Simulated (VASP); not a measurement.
Runs of VASP 6.6.1 on Hf. The structure is that of space group Im-3m (No. 229), or close to it. The cells are those of the table. 

| cell | gap on the mesh (eV) | pressure (GPa) |
| --- | --- | --- |
| a = 3.154 Å, angles 109.5°, 1 atom | none | -7.0 |
| a = 3.126 Å, angles 109.5°, 1 atom | none | -4.9 |
| a = 3.070 Å, angles 109.5°, 1 atom | none | 0.0 |
| a = 3.181 Å, angles 109.5°, 1 atom | none | (b) |
| a = 3.041 Å, angles 109.5°, 1 atom | none | (a) |
| a = 3.208 Å, angles 109.5°, 1 atom | none | -10.5 |
| a = 3.098 Å, angles 109.5°, 1 atom | none | -2.6 |

Alike in all rows: task single point; level PBE; potentials or basis VASP PAW PBE potentials, release 64 (Hf_pv); no spin polarisation; k mesh 9 × 9 × 9; cutoff (eV) 520; smearing fermi-dirac 0.1 eV.

Estimate the missing entries.

(a) 3.0; (b) -8.8.

Caveats: spin-orbit coupling is left out, which moves the levels of the heavy elements.

A k mesh can miss the band edges, and the runs leave out spin-orbit coupling on Hf.

A gap of «none» marks levels without a gap at the run's occupations.
